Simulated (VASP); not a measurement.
# Rh (Pm-3m) in VASP: a series of runs

Runs on Rh. Level: LDA. Tasks: density of states.

All numbers are computed with VASP 6.6.1; they aren't measurements. Logs are shortened: lines on timing, memory, paths and dates and some standing lists are left out, and cuts for length are marked.

**1. The cell of the first run**

Symmetry: Pm-3m, No. 221, cubic system. The conventional cell has a = 2.202 Å, b = 2.202 Å, c = 2.202 Å, α = 90.00°, β = 90.00°, γ = 90.00°. Rh (site symmetry m-3m) has 6 Rh at 2.20 Å within 2.9 Å.

**2. Density of states, LDA (volume scaled by 0.7)**

POSCAR reads:

```
Rh
1.0
    2.2018324479      0.0000000000      0.0000000000
    0.0000000000      2.2018324479      0.0000000000
    0.0000000000      0.0000000000      2.2018324479
Rh
1
Direct
    0.0000000000      0.0000000000      0.0000000000
```

INCAR.step1 reads:

```
PREC = Accurate
ENCUT = 520
EDIFF = 1E-7
ISMEAR = -1
SIGMA = 0.08
LREAL = F
LASPH = T
NELM = 100
ALGO = Normal
ISIF = 2
LWAVE = F
LCHARG = T
LMAXMIX = 4
GGA = CA
NBANDS = 14
```

KPOINTS.step1 reads:

```
Automatic mesh
0
Gamma
  17 17 17
```

INCAR.step2 reads:

```
PREC = Accurate
ENCUT = 520
EDIFF = 1E-7
ISMEAR = -5
SIGMA = 0.08
LREAL = F
LASPH = T
NELM = 100
ALGO = Normal
ISIF = 2
LWAVE = F
LCHARG = F
LMAXMIX = 4
GGA = CA
LORBIT = 11
NBANDS = 14
NEDOS = 2001
ICHARG = 11
```

KPOINTS.step2 reads:

```
Automatic mesh
0
Gamma
  26 26 26
```

Potentials or basis: VASP PAW LDA potentials, release 64 (Rh_pv).

Launch:

```bash
$ cat potpaw_LDA.64/Rh_pv/POTCAR > POTCAR
$ cp INCAR.step1 INCAR
$ cp KPOINTS.step1 KPOINTS
$ mpirun -np 1 vasp_std > vasp.out
$ cp INCAR.step2 INCAR
$ cp KPOINTS.step2 KPOINTS
$ mpirun -np 1 vasp_std > vasp.out
```

OUTCAR:

```text
PREC = Accurate
   ENCUT = 520
   EDIFF = 1E-7
   ISMEAR = -5
   LREAL = F
   LASPH = T
   NELM = 100
   ISIF = 2
   GGA = CA
   LORBIT = 11
   ICHARG = 11

 ion  position               nearest neighbor table
   1  0.000  0.000  0.000-

  LATTYP: Found a simple cubic cell.
 ALAT       =     2.2018324479

  Lattice vectors:

 A1 = (   2.2018324479,   0.0000000000,   0.0000000000)
 A2 = (   0.0000000000,   2.2018324479,   0.0000000000)
 A3 = (   0.0000000000,   0.0000000000,   2.2018324479)

Analysis of symmetry for initial positions (statically):
=====================================================================
 Subroutine PRICEL returns:
 Original cell was already a primitive cell.

 Routine SETGRP: Setting up the symmetry group for a
 simple cubic supercell.

 Subroutine GETGRP returns: Found 48 space group operations
 (whereof 48 operations were pure point group operations)
 out of a pool of 48 trial point group operations.

The static configuration has the point symmetry O_h .

Analysis of symmetry for dynamics (positions and initial velocities):
=====================================================================
 Subroutine PRICEL returns:
 Original cell was already a primitive cell.

 Routine SETGRP: Setting up the symmetry group for a
 simple cubic supercell.

 Subroutine GETGRP returns: Found 48 space group operations
 (whereof 48 operations were pure point group operations)
 out of a pool of 48 trial point group operations.

The dynamic configuration has the point symmetry O_h .

 Subroutine INISYM returns: Found 48 space group operations
 (whereof 48 operations are pure point group operations),
 and found     1 'primitive' translations

----------------------------------------------------------------------------------------

                                     Primitive cell

  volume of cell :      10.6746

  direct lattice vectors                    reciprocal lattice vectors
     2.201832448  0.000000000  0.000000000     0.454167165  0.000000000  0.000000000
     0.000000000  2.201832448  0.000000000     0.000000000  0.454167165  0.000000000
     0.000000000  0.000000000  2.201832448     0.000000000  0.000000000  0.454167165

  length of vectors
     2.201832448  2.201832448  2.201832448     0.454167165  0.454167165  0.454167165

  position of ions in fractional coordinates (direct lattice)
     0.000000000  0.000000000  0.000000000

  ion indices of the primitive-cell ions
   primitive index   ion index
                 1           1

----------------------------------------------------------------------------------------

 KPOINTS: Automatic mesh

Automatic generation of k-mesh.
 Grid dimensions read from file:
 generate k-points for:   26   26   26

 Generating k-lattice:

  Cartesian coordinates                     Fractional coordinates (reciprocal lattice)
     0.017467968  0.000000000  0.000000000     0.038461538  0.000000000  0.000000000
     0.000000000  0.017467968  0.000000000     0.000000000  0.038461538  0.000000000
     0.000000000  0.000000000  0.017467968     0.000000000  0.000000000  0.038461538

  Length of vectors
     0.017467968  0.017467968  0.017467968

  Shift w.r.t. Gamma in fractional coordinates (k-lattice)
     0.000000000  0.000000000  0.000000000

 TETIRR: Found   8764 inequivalent tetrahedra from   105456

 Subroutine IBZKPT returns following result:
 ===========================================

 Found    560 irreducible k-points:

 Following reciprocal coordinates:
            Coordinates               Weight
  0.000000  0.000000  0.000000      1.000000
  0.038462  0.000000  0.000000      6.000000
  0.076923  0.000000  0.000000      6.000000
  0.115385  0.000000  0.000000      6.000000
  0.153846  0.000000  0.000000      6.000000
  0.192308  0.000000  0.000000      6.000000
[... 16 lines left out ...]
  0.346154  0.038462  0.000000     24.000000
  0.384615  0.038462  0.000000     24.000000
 [... further k-points ...]
   k-points           NKPTS =    560   k-points in BZ     NKDIM =    560   number of bands    NBANDS=     14
   number of dos      NEDOS =   2001   number of ions     NIONS =      1
   total plane-waves  NPLWV =   4096
   dimension x,y,z NGX =    16 NGY =   16 NGZ =   16
   dimension x,y,z NGXF=    32 NGYF=   32 NGZF=   32
   ions per type =               1
   NGX,Y,Z   is equivalent  to a cutoff of  12.08, 12.08, 12.08 a.u.
   NGXF,Y,Z  is equivalent  to a cutoff of  24.16, 24.16, 24.16 a.u.
 SYSTEM =  unknown system
   PREC   = accura    normal or accurate (medium, high low for compatibility)
   ISTART =      0    job   : 0-new  1-cont  2-samecut
   ICHARG =     11    charge: 1-file 2-atom 10-const
   ISPIN  =      1    spin polarized calculation?
   LNONCOLLINEAR =      F non collinear calculations
   LSORBIT =      F    spin-orbit coupling
   LASPH  =      T    aspherical Exc in radial PAW
   ENCUT  =  520.0 eV  38.22 Ry    6.18 a.u.   4.09  4.09  4.09*2*pi/ulx,y,z
   NELM   =    100;   NELMIN=  2; NELMDL=  0     # of ELM steps
   EDIFF  = 0.1E-06   stopping-criterion for ELM
   LREAL  =      F    real-space projection
   EDIFFG = 0.1E-05   stopping-criterion for IOM
   NSW    =      0    number of steps for IOM
   IBRION =     -1    ionic relax: 0-MD 1-quasi-New 2-CG
   NFREE  =      0    steps in history (QN), initial steepest desc. (CG)
   ISIF   =      2    stress and relaxation
   ISYM   =      2    0-nonsym 1-usesym 2-fastsym
   POTIM  = 0.5000    time-step for ionic-motion
   TEBEG  =    0.0;   TEEND  =   0.0 temperature during run
   PSTRESS=    0.0 pullay stress
   NELECT =      15.0000    total number of electrons
   NUPDOWN=      -1.0000    fix difference up-down
   EMIN   =  10.00;   EMAX   =-10.00  energy-range for DOS
   EFERMI =   0.00;   METHOD = LEGACY
   ISMEAR =    -5;   SIGMA  =   0.08  broadening in eV -4-tet -1-fermi 0-gaus
   EFERMI_NEDOS =   21; number of points for ismear=-14 and -15
   IALGO  =     38    algorithm
   IMIX   =      4    mixing-type and parameters
     AMIX     =   0.40;   BMIX     =  1.00
     AMIX_MAG =   1.60;   BMIX_MAG =  1.00
  volume/ion in A,a.u.               =      10.67        72.04
  Fermi-wavevector in a.u.,A,eV,Ry     =   1.833669  3.465132 45.747449  3.362343
  Thomas-Fermi vector in A             =   2.887449
   LORBIT       =     11    0 simple, 1 ext, 2 COOP (PROOUT), +10 PAW based schemes
   GGA     = CA    functional components
   LHFCALC =     F    Hartree Fock is set to
   AEXX    =    0.0000 exact exchange contribution
   IVDW    =     0    specifies the selected vdW correction
   LEPSILON=     F    determine dielectric tensor
   LRPA    =     F    only Hartree local field effects (RPA)
 non-spin polarized calculation
 Fermi weights with tetrahedron method with Bloechl corrections
  energy-cutoff  :      520.00
  volume of cell :       10.67
 maximum number of plane-waves:       304

 number of electron      15.0000003 magnetization

 Free energy of the ion-electron system (eV)
  ---------------------------------------------------
  ext. energy  EPLUGINS =         0.00000000
  ---------------------------------------------------
  free energy    TOTEN  =        -5.76165613 eV

  energy without entropy =       -5.76165613  energy(sigma->0) =       -5.76165613

 E-fermi :  17.2734     XC(G=0): -15.8447

 val. band max:       17.3295657847   @ k =   0.3462   0.1538   0.1154
 cond. band min:      17.1694399698   @ k =   0.3077   0.2308   0.0000
 fundamental gap:     -0.1601258149
 Fermi energy:        17.2734141100

 k-point     1 :       0.0000    0.0000    0.0000
  band No.  band energies     occupation
      1     -29.2377      2.00000
      2     -29.2377      2.00000
      3     -29.2377      2.00000
      4       7.4199      2.00000
      5       8.0417      2.00000
      6       8.0417      2.00000
      7      18.8358      0.00000
      8      18.8358      0.00000
      9      18.8358      0.00000
     10      37.1040      0.00000
     11      37.1040      0.00000
     12      37.1040      0.00000
     13      37.3434      0.00000
     14      47.2870      0.00000

 k-point     2 :       0.0385    0.0000    0.0000
  band No.  band energies     occupation
      1     -29.2791      2.00000
      2     -29.2342      2.00000
      3     -29.2342      2.00000
      4       7.4832      2.00000
      5       8.0568      2.00000
      6       8.1217      2.00000
      7      18.7531      0.00000
      8      18.7531      0.00000
      9      18.8419      0.00000
     10      36.7494      0.00000
     11      37.2286      0.00000
     12      37.2286      0.00000
     13      37.3453      0.00000
     14      46.4023      0.00000

 k-point     3 :       0.0769    0.0000    0.0000
  band No.  band energies     occupation
      1     -29.3999      2.00000
      2     -29.2239      2.00000
      3     -29.2239      2.00000
      4       7.6432      2.00000
      5       8.1016      2.00000
      6       8.3861      2.00000
      7      18.5153      0.00000
      8      18.5153      0.00000
      9      18.8599      0.00000
     10      35.8377      0.00000
     11      37.3455      0.00000
     12      37.5896      0.00000
     13      37.5896      0.00000
     14      44.8672      0.00000
[... 324 lines left out ...]
 k-point    23 :       0.3462    0.0385    0.0000
  band No.  band energies     occupation
      1     -31.2884      2.00000
      2     -29.0855      2.00000
      3     -29.0428      2.00000
      4       8.9844      2.00000
      5       9.7180      2.00000
      6      14.0398      2.00000
      7      15.3345      2.00000
      8      15.5962      2.00000
      9      19.1017      0.00000
     10      28.2531      0.00000
     11      36.1739      0.00000
     12      37.3456      0.00000
     13      42.5540      0.00000
     14      43.4098      0.00000

 k-point    24 :       0.3846    0.0385    0.0000
  band No.  band energies     occupation
      1     -31.5053      2.00000
      2     -29.0629      2.00000
      3     -29.0205      2.00000
      4       9.0971      2.00000
      5      10.0248      2.00000
      6      14.2757      2.00000
      7      15.0119      2.00000
      8      15.8242      2.00010
      9      19.1428      0.00000
     10      27.8169      0.00000
     11      35.5215      0.00000
     12      37.3456      0.00000
     13      42.8792      0.00000
     14      44.1992      0.00000

 [... further k-points ...]

------------------------ aborting loop because EDIFF is reached ----------------------------------------

  FORCE on cell =-STRESS in cart. coord.  units (eV):
  Direction    XX          YY          ZZ          XY          YZ          ZX
  --------------------------------------------------------------------------------------
  -------------------------------------------------------------------------------------
  Total       13.2746516     13.2746516     13.2746516      0.0000000     -0.0000000      0.0000000
  in kB     1992.4200897   1992.4200897   1992.4200897      0.0000000     -0.0000000      0.0000000
  external PRESSURE =    1992.4200897 kB  Pullay stress =       0.0000000 kB

 VOLUME and BASIS-vectors are now :
 -----------------------------------------------------------------------------
  energy-cutoff  :      520.00
  volume of cell :       10.67
      direct lattice vectors                 reciprocal lattice vectors
     2.201832448  0.000000000  0.000000000     0.454167165  0.000000000  0.000000000
     0.000000000  2.201832448  0.000000000     0.000000000  0.454167165  0.000000000
     0.000000000  0.000000000  2.201832448     0.000000000  0.000000000  0.454167165

 POSITION                                       TOTAL-FORCE (eV/Angst)
 -----------------------------------------------------------------------------------
      0.00000      0.00000      0.00000         0.000000      0.000000      0.000000
 -----------------------------------------------------------------------------------
    total drift:                                0.000000      0.000000      0.000000

  FREE ENERGIE OF THE ION-ELECTRON SYSTEM (eV)
  ---------------------------------------------------
  free  energy   TOTEN  =        -5.7616561312 eV

  energy  without entropy=       -5.7616561312  energy(sigma->0) =       -5.76165613

 total charge

# of ion       s       p       d       tot
------------------------------------------
    1        0.605   6.473   7.712  14.790
```

Wall time 35 s (1 thread of Intel Xeon Platinum 8259CL at 2.50GHz (Skylake/Cascade Lake), shared host); peak memory 0.19 GiB.

Results:

* Valence electrons inside the program's atomic spheres: Rh 14.79

Caveat: tetrahedron occupations give inexact forces and stress in metals.

**3. Density of states, LDA (volume scaled by 0.8)**

POSCAR reads:

```
Rh
1.0
    2.3020508712      0.0000000000      0.0000000000
    0.0000000000      2.3020508712      0.0000000000
    0.0000000000      0.0000000000      2.3020508712
Rh
1
Direct
    0.0000000000      0.0000000000      0.0000000000
```

INCAR.step1 reads:

```
SYSTEM = Rh
  ALGO = Normal
  EDIFF = 1E-6
  ENCUT = 520
  GGA = CA
  ISIF = 2
  ISMEAR = -1
  LASPH = .True.
  LCHARG = .True.
  LMAXMIX = 4
  LREAL = .False.
  LWAVE = .False.
  NBANDS = 14
  NELM = 60
  PREC = Accurate
  SIGMA = 0.08
```

KPOINTS.step1 reads:

```
k-points
0
Gamma
  17 17 17
  0 0 0
```

INCAR.step2 reads:

```
SYSTEM = Rh
  ALGO = Normal
  EDIFF = 1E-6
  ENCUT = 520
  GGA = CA
  ICHARG = 11
  ISIF = 2
  ISMEAR = -5
  LASPH = .True.
  LCHARG = .False.
  LMAXMIX = 4
  LORBIT = 11
  LREAL = .False.
  LWAVE = .False.
  NEDOS = 1001
  NELM = 60
  PREC = Accurate
  SIGMA = 0.08
```

KPOINTS.step2 reads:

```
k-points
0
Gamma
  26 26 26
  0 0 0
```

Potentials or basis: VASP PAW LDA potentials, release 64 (Rh_pv).

Launch:

```bash
$ cat potpaw_LDA.64/Rh_pv/POTCAR > POTCAR
$ cp INCAR.step1 INCAR
$ cp KPOINTS.step1 KPOINTS
$ mpirun -np 1 vasp_std > vasp.out
$ cp INCAR.step2 INCAR
$ cp KPOINTS.step2 KPOINTS
$ mpirun -np 1 vasp_std > vasp.out
```

Run time: 51 s. Hardware: 1 thread of Intel Xeon Platinum 8259CL at 2.50GHz (Skylake/Cascade Lake), shared host; peak memory 0.19 GiB.

It converged, with:

```yaml
Valence_electrons_inside_the_program's_atomic_spheres: Rh 14.38
```

Levels at points of the mesh, in eV from the Fermi level:
```tsv
k point	band 5	band 6	band 7	band 8	band 9	band 10	band 11
(0.00, 0.00, 0.00)	-7.68	-7.68	1.27	1.27	1.27	18.84	18.84
(0.50, 0.00, 0.00)	-5.99	-2.16	-2.16	-0.78	1.61	8.75	17.56
(0.50, 0.50, 0.00)	-5.27	-1.48	-1.48	3.69	6.43	6.43	15.66
(0.50, 0.50, 0.50)	-6.92	-6.92	3.92	3.92	9.11	15.24	15.24
```

Caveat: tetrahedron occupations give inexact forces and stress in metals.

**4. Density of states, LDA (volume scaled by 0.9)**

POSCAR reads:

```
Rh
1.0
    2.3942293885      0.0000000000      0.0000000000
    0.0000000000      2.3942293885      0.0000000000
    0.0000000000      0.0000000000      2.3942293885
Rh
1
Direct
    0.0000000000      0.0000000000      0.0000000000
```

INCAR.step1 reads:

```
  PREC = Accurate
  ENCUT = 520
  EDIFF = 1E-6
  ISMEAR = -1
  SIGMA = 0.08
  LREAL = False
  LASPH = True
  NELM = 60
  ALGO = Normal
  ISIF = 2
  LWAVE = False
  LCHARG = True
  LMAXMIX = 4
  NBANDS = 14
```

KPOINTS.step1 reads:

```
regular mesh
0
Gamma
  17 17 17
```

INCAR.step2 reads:

```
  PREC = Accurate
  ENCUT = 520
  EDIFF = 1E-6
  ISMEAR = -5
  SIGMA = 0.08
  LREAL = False
  LASPH = True
  NELM = 60
  ALGO = Normal
  ISIF = 2
  LWAVE = False
  LCHARG = False
  LMAXMIX = 4
  LORBIT = 11
  NEDOS = 1001
  ICHARG = 11
```

KPOINTS.step2 reads:

```
regular mesh
0
Gamma
  26 26 26
```

Launch:

```bash
$ cat potpaw_LDA.64/Rh_pv/POTCAR > POTCAR
$ cp INCAR.step1 INCAR
$ cp KPOINTS.step1 KPOINTS
$ mpirun -np 1 vasp_std > vasp.out
$ cp INCAR.step2 INCAR
$ cp KPOINTS.step2 KPOINTS
$ mpirun -np 1 vasp_std > vasp.out
```

Run time: 60 s. Hardware: 1 thread of Intel Xeon Platinum 8259CL at 2.50GHz (Skylake/Cascade Lake), shared host; peak memory 0.2 GiB.

It converged, with:

```
Valence electrons inside the program's atomic spheres : Rh 14.09
```

Levels at points of the mesh, in eV from the Fermi level:
```
           k point  band 6  band 7  band 8  band 9  band 10  band 11
(0.00, 0.00, 0.00)   -6.52    1.05    1.05    1.05    17.96    17.96
(0.50, 0.00, 0.00)   -1.77   -1.77   -0.48    1.32     7.58    17.62
(0.50, 0.50, 0.00)   -1.22   -1.22    3.06    6.03     6.03    14.66
(0.50, 0.50, 0.50)   -5.78    3.25    3.25    9.69    13.72    13.72
```

Caveat: tetrahedron occupations give inexact forces and stress in metals.

**5. Density of states, LDA (volume scaled by 0.9)**

POSCAR is that of step 4.

INCAR.step1 reads:

```
PREC = Accurate
ENCUT = 520
EDIFF = 1E-6
ISMEAR = -1
SIGMA = 0.08
LREAL = F
LASPH = T
NELM = 100
ALGO = Normal
ISIF = 2
LWAVE = F
LCHARG = T
LMAXMIX = 4
GGA = CA
NBANDS = 14
```

KPOINTS.step1 is that of step 4.

INCAR.step2 reads:

```
PREC = Accurate
ENCUT = 520
EDIFF = 1E-6
ISMEAR = -5
SIGMA = 0.08
LREAL = F
LASPH = T
NELM = 100
ALGO = Normal
ISIF = 2
LWAVE = F
LCHARG = F
LMAXMIX = 4
GGA = CA
LORBIT = 11
NEDOS = 1001
ICHARG = 11
```

KPOINTS.step2 is that of step 4.

Launch:

```bash
$ cat potpaw_LDA.64/Rh_pv/POTCAR > POTCAR
$ cp INCAR.step1 INCAR
$ cp KPOINTS.step1 KPOINTS
$ mpirun -np 1 vasp_std > vasp.out
$ cp INCAR.step2 INCAR
$ cp KPOINTS.step2 KPOINTS
$ mpirun -np 1 vasp_std > vasp.out
```

It took 64 s on 1 thread of Intel Xeon Platinum 8259CL at 2.50GHz (Skylake/Cascade Lake), shared host; peak memory 0.2 GiB.

Results (log left out):

```yaml
Valence_electrons_inside_the_program's_atomic_spheres: Rh 14.09
```

Levels at points of the mesh, in eV from the Fermi level:
```csv
k point,band 4,band 5,band 6,band 7,band 8,band 9,band 10,band 11
"(0.00, 0.00, 0.00)",-7.98,-6.52,-6.52,1.05,1.05,1.05,17.96,17.96
"(0.50, 0.00, 0.00)",-5.71,-5.29,-1.77,-1.77,-0.48,1.32,7.58,17.62
"(0.50, 0.50, 0.00)",-7.23,-4.55,-1.22,-1.22,3.06,6.03,6.03,14.66
"(0.50, 0.50, 0.50)",-5.78,-5.78,-5.78,3.25,3.25,9.69,13.72,13.72
```

Caveat: tetrahedron occupations give inexact forces and stress in metals.
